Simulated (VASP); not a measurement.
Y:

```
Y
1.0
     2.02000    2.02000    2.02000
    -2.02000    2.02000    2.02000
    -2.02000   -2.02000    2.02000
Y
1
Direct
  0.00000 0.00000 0.00000
```

- Program: VASP 6.6.1
- Task: relaxation of cell and atoms
- Functional: r2SCAN
- Potentials or basis: VASP PAW PBE potentials, release 64 (Y_sv)
- Cutoff: 600 eV
- k mesh: 8 × 8 × 8
- Occupations: fermi-dirac, width 0.05 eV
- Spin: no spin polarisation

At the start: pressure 1.0 GPa; volume 32.97 Å³/atom.

**Question.** How do energy, volume and symmetry change on relaxing?

**Answer.** Over 3 steps the energy falls by 2.3 meV/atom and the volume is 33.75 Å³/atom (+2.4 %); space group Im-3m (No. 229, to 0.05 Å).

Step by step:
| step | energy change (eV) | largest force (eV/Å) | pressure (GPa) | volume (Å³) |
| --- | --- | --- | --- | --- |
| 1 | 0.0000 | 0.0000 | 0.98 | 32.97 |
| 2 | -0.0022 | 0.0000 | -0.22 | 33.94 |
| 3 | -0.0023 | 0.0000 | 0.01 | 33.75 |

Final structure:
```cif
data_structure
_symmetry_space_group_name_H-M 'P 1'
_symmetry_Int_Tables_number 1
_cell_length_a 3.5261
_cell_length_b 3.5261
_cell_length_c 3.5261
_cell_angle_alpha 70.529
_cell_angle_beta 109.471
_cell_angle_gamma 70.529
_cell_volume 33.75
loop_
_atom_site_label
_atom_site_type_symbol
_atom_site_fract_x
_atom_site_fract_y
_atom_site_fract_z
_atom_site_occupancy
Y1 Y 0.00000 0.00000 0.00000 1
```

Caveat: the PAW data sets were made with another functional, which shifts forces and pressure a little.
